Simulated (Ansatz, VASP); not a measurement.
Given: the input of a run of VASP 6.6.1 on Hf.

The input INCAR:

```
PREC = Accurate ; ENCUT = 600
EDIFF = 1E-7 ; ISMEAR = -1
SIGMA = 0.05 ; LREAL = F
LASPH = T ; NELM = 100
ALGO = Normal ; ISIF = 3
LWAVE = F ; LCHARG = F
GGA = RE ; IVDW = 13
IBRION = 2 ; NSW = 60
EDIFFG = -0.01
```

KPOINTS

```
Automatic mesh
0
Gamma
  10 10 5
```

File POSCAR:

```
Hf
1.0
    3.1967000000      0.0000000000      0.0000000000
   -1.5983500000      2.7684234083      0.0000000000
    0.0000000000      0.0000000000      5.0578000000
Hf
2
Direct
    0.6666666667      0.3333333333      0.7500000000
    0.3333333333      0.6666666667      0.2500000000
```

Potentials or basis: VASP PAW PBE potentials, release 64 (Hf_pv).

Command:

```sh
$ cat potpaw_PBE.64/Hf_pv/POTCAR > POTCAR
$ mpirun -np 1 vasp_std > vasp.out
```

Question: Translate it to Ansatz 0.2.0. Potentials there: Ansatz PAW.

Answer: As run (the cutoff follows the program's own potentials):

File input.yaml:

```yaml
crystal:
  lattice:
    - [3.1967, 0.0, 0.0]
    - [-1.59835, 2.7684234083, 0.0]
    - [0.0, 0.0, 5.0578]
  atoms:
    - { symbol: Hf, position: [0.6666666667, 0.3333333333, 0.75] }
    - { symbol: Hf, position: [0.3333333333, 0.6666666667, 0.25] }
hamiltonian:
  xc: revpbe
  pseudopotentials: { kind: paw }
  dispersion: d4
kpoints:
  mp_grid: { grid: [10, 10, 5] }
scf:
  occupations: { method: fermi_dirac, width: 0.05 }
output:
  forces: true
  stress: true
relax:
  f_tol: 0.01
  max_steps: 40
  cell: { stress_tol: 0.05 }
```

Potentials or basis: Ansatz PAW.

The run is started by

```sh
$ ansatz run input.yaml --threads 2 --pin off --max-ram 5632MiB --backend cpu --events-out ev --progress --plain --runs-dir out
```

Both were run:

|  | VASP | Ansatz | Ansatz less VASP |
| --- | --- | --- | --- |
| relaxed volume (Å³/atom) | 22.43 | 22.54 | +0.104 |
| relaxed cell length with the largest relative difference (Å) | 5.050 | 5.061 | +0.0106 |

VASP's potentials were made for PBE, not for revPBE. VASP's potentials hold 20 valence electrons a cell and Ansatz's 52, so a difference there can come from the potentials and not from the codes.

Neither program's run includes spin-orbit coupling. Noted on Ansatz's run: the plane-wave basis is chosen anew once the cell has moved, so the energies of steps on either side of that aren't comparable.
